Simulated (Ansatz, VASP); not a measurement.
## BN: VASP beside Ansatz

```xyz
4
Lattice="2.5100 0.0000 0.0000 -1.2550 2.1737 0.0000 0.0000 0.0000 6.6900" Properties=species:S:1:pos:R:3 pbc="T T T"
B     0.0000    0.0000    3.3450
B     0.0000    1.4491    0.0000
N     0.0000    0.0000    0.0000
N     1.0550    0.5246    3.3450
```

Alike in both runs: task single point; functional PBE; dispersion D3(BJ); k mesh 12 × 12 × 4; occupations gaussian, width 0.05 eV; no spin polarisation.

```csv
,VASP,Ansatz
version,VASP 6.6.1,Ansatz 0.2.0
potentials or method,"VASP PAW PBE potentials, release 64 (B, N), cutoff 520 eV","scalar-relativistic, plane waves, PAW"
valence electrons in the cell,16,16
```

```tsv
	VASP	Ansatz	Ansatz less VASP
gap on the k mesh at the Fermi level (eV)	2.31	2.32	+0.013
least direct gap on the mesh (eV)	3.78	3.79	+0.007
pressure (GPa)	17.9	17.8	-0.11
traceless stress, the component that is largest in VASP (GPa)	27.23	26.93	-0.296
rms of the force components (eV/Å)	7.288	7.246	-0.0421
```

Atom by atom the forces differ by 0.043 eV/Å (rms over components).
